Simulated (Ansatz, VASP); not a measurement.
Mg6F in VASP and in Ansatz

Contents of INCAR:

```
PREC = Accurate
ENCUT = 520
EDIFF = 1E-6
ISMEAR = 0
SIGMA = 0.1
LREAL = F
LASPH = T
NELM = 80
ALGO = Normal
ISIF = 2
LWAVE = F
LCHARG = F
LDIPOL = T
IDIPOL = 3
DIPOL = 0.5 0.5 0.315
GGA = PE
NBANDS = 18
```

File KPOINTS:

```
Automatic mesh
0
Gamma
  9 4 1
```

POSCAR

```
Mg6F
1.0
    3.2034417932      0.0000000000      0.0000000000
   -1.6017208966      7.8153198520      0.0000000000
    0.0000000000      0.0000000000     20.9851131634
Mg F
6 1
Direct
    0.8493879956      0.6987759913      0.1906113143
    0.5210014932      0.0420029864      0.2197581863
    0.1926149907      0.3852299814      0.2489050583
    0.3710660944      0.7414803149      0.3283003664
    0.0426232582      0.0834482649      0.3542380799
    0.7128162912      0.4251093731      0.3805132287
    0.7128162912      0.9251093731      0.4820137535
```

Input for Ansatz:

```yaml
crystal:
  lattice:
    - [3.2034417932, 0.0, 0.0]
    - [-1.6017208966, 7.815319852, 0.0]
    - [0.0, 0.0, 20.9851131634]
  atoms:
    - { symbol: Mg, position: [0.8493879956, 0.6987759913, 0.1906113143] }
    - { symbol: Mg, position: [0.5210014932, 0.0420029864, 0.2197581863] }
    - { symbol: Mg, position: [0.1926149907, 0.3852299814, 0.2489050583] }
    - { symbol: Mg, position: [0.3710660944, 0.7414803149, 0.3283003664] }
    - { symbol: Mg, position: [0.0426232582, 0.0834482649, 0.3542380799] }
    - { symbol: Mg, position: [0.7128162912, 0.4251093731, 0.3805132287] }
    - { symbol: F, position: [0.7128162912, 0.9251093731, 0.4820137535] }
basis:
  ecutwfc: 420
kpoints:
  mp_grid: { grid: [9, 4, 1] }
hamiltonian:
  xc: pbe
scf:
  occupations: { method: gaussian, width: 0.1 }
output:
  forces: true
  eigenvalues: true
efield:
  axis: 3
  dipole_correction: true
  ramp_width: 0.04
```

Alike in both runs: task single point; functional PBE; k mesh 9 × 4 × 1; occupations gaussian, width 0.1 eV; no spin polarisation.

|  | VASP | Ansatz |
| --- | --- | --- |
| version | VASP 6.6.1 | Ansatz 0.2.0 |
| potentials or method | VASP PAW PBE potentials, release 64 (Mg, F), cutoff 520 eV | scalar-relativistic, plane waves, PAW |
| valence electrons in the cell | 19 | 67 |

```csv
,VASP,Ansatz,Ansatz less VASP
gap on the k mesh at the Fermi level (eV),none,none,-
rms of the force components (eV/Å),0.472,0.474,+0.0017
```

Atom by atom the forces differ by 0.004 eV/Å (rms over components). A gap of «none» marks a metal or a gap that the smearing closes. The functional is the same, so the differences come from potentials, cutoffs and numerics. VASP's potentials hold 19 valence electrons a cell and Ansatz's 67, so a difference there can come from the potentials and not from the codes.
